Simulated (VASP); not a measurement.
Set up this calculation in VASP 6.6.1, as the native input.

- Task: single point
- Functional: PBE
- Potentials or basis: VASP PAW PBE potentials, release 64 (C, Ga_d)
- Cutoff: 520 eV
- k mesh: 2 × 2 × 1
- Occupations: gaussian, width 0.05 eV
- Spin: collinear spin, zero start
- Starting moments: [0.0, 0.0, 0.0, 0.0, 0.0, 0.0, 0.0, 0.0, 0.0, 0.0, 0.0, 0.0, 0.0, 0.0, 0.0, 0.0, 0.0, 0.0, 0.0] μB
- Dipole correction: no
- Further INCAR settings: LREAL = Auto; ALGO = Normal; EDIFF = 1e-06; NBANDS = 62

The structure of GaC18 lies in POSCAR:

```
GaC18
1.0
    7.3980000000      0.0000000000      0.0000000000
   -3.6990000000      6.4068560000      0.0000000000
    0.0000000000      0.0000000000     12.0000000000
C Ga
18 1
Direct
    0.0016906084     -0.0030053742      0.0811051667
    0.2234981144      0.1089418898      0.0805656667
    0.0020069009      0.3302608955      0.0816699167
    0.2239648956      0.4408759928      0.0820541667
    0.0006354242      0.6629367041      0.0809895000
    0.2231371995      0.7736655857      0.0804766667
    0.3351042667     -0.0021291254      0.0794675833
    0.5586919180      0.1090786183      0.0821085833
    0.3354473473      0.3306824751      0.0814543333
    0.5576736301      0.4416159814      0.0813276667
    0.3355385252      0.6627634522      0.0824854167
    0.5581404045      0.7745014091      0.0827040833
    0.6695077119     -0.0029318592      0.0828700833
    0.8912539571      0.1083773383      0.0820797500
    0.6691387402      0.3311888077      0.0818489167
    0.8907493827      0.4412768135      0.0817136667
    0.6687924282      0.6634623909      0.0817734167
    0.8906265797      0.7747238271      0.0809985000
    0.3477616061      0.9087324579      0.2673065000
```

The input as run:

INCAR

```
SYSTEM = GaC18
ALGO = Normal
EDIFF = 1E-6
ENCUT = 520
GGA = PE
ISIF = 2
ISMEAR = 0
ISPIN = 2
LASPH = .True.
LCHARG = .False.
LORBIT = 11
LREAL = Auto
LWAVE = .False.
MAGMOM = 0 0 0 0 0 0 0 0 0 0 0 0 0 0 0 0 0 0 0
NBANDS = 62
NELM = 150
PREC = Accurate
SIGMA = 0.05
```

KPOINTS

```
k-points
0
Gamma
  2 2 1
  0 0 0
```

Potentials or basis: VASP PAW PBE potentials, release 64 (C, Ga_d).

Command:

```bash
$ cat potpaw_PBE.64/C/POTCAR potpaw_PBE.64/Ga_d/POTCAR > POTCAR
$ mpirun -np 1 vasp_std > vasp.out
```

Results of the run:

```
Largest force                                         : 0.175 eV/Å
Net moment                                            : 0.00 μB per cell
Valence electrons inside the program's atomic spheres : C 2.66, 2.65 (each value once); Ga 11.41
```

Caveat: the k points lie up to 0.49 Å⁻¹ apart.

Wall time 13 min on 1 thread of Intel(R) Xeon(R) Platinum 8488C (Sapphire Rapids), on a shared host, peak memory 0.88 GiB.
